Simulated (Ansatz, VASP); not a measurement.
Two plane-wave programs on BaZrS3

```
Ba Zr S
1.0
     7.08326    0.00000    0.00000
     0.00000    9.94031    0.00000
     0.00000    0.00000    6.96018
Ba Zr S
4 4 12
Direct
  0.05150 0.25000 0.01111
  0.44850 0.75000 0.51111
  0.55150 0.25000 0.48889
  0.94850 0.75000 0.98889
  0.00000 0.00000 0.50000
  0.50000 0.00000 0.00000
  0.50000 0.50000 0.00000
  0.00000 0.50000 0.50000
  0.99461 0.25000 0.56647
  0.50539 0.75000 0.06647
  0.49461 0.25000 0.93353
  0.00539 0.75000 0.43353
  0.20866 0.96518 0.79170
  0.29134 0.03482 0.29170
  0.70866 0.53482 0.70830
  0.79134 0.46518 0.20830
  0.79134 0.03482 0.20830
  0.70866 0.96518 0.70830
  0.29134 0.46518 0.29170
  0.20866 0.53482 0.79170
```

Alike in both runs: functional PBE; dispersion D3(BJ); k mesh 4 × 4 × 4; occupations gaussian, width 0.02 eV; no spin polarisation.

Ansatz relaxed the structure, and its values are those at the end. VASP's run is a single point on that final structure, the one shown.

```csv
,VASP,Ansatz
version,VASP 6.6.1,Ansatz 0.2.0
potentials or method,"VASP PAW PBE potentials, release 64 (Ba_sv, Zr_sv, S), cutoff 500 eV","scalar-relativistic, plane waves, PAW"
valence electrons in the cell,160,160
```

Ansatz gave:

| Quantity | Value |
| --- | --- |
| gap on the k mesh at the Fermi level (eV) | 1.02 |
| least direct gap on the mesh (eV) | 1.02 |
| pressure (GPa) | 0.0 |
| rms of the force components (eV/Å) | 0.003 |

Task: Which values does VASP return?

Result: gap on the k mesh at the Fermi level (eV): 1.02; least direct gap on the mesh (eV): 1.02; pressure (GPa): 0.4; rms of the force components (eV/Å): 0.016.

Neither program's run includes spin-orbit coupling.
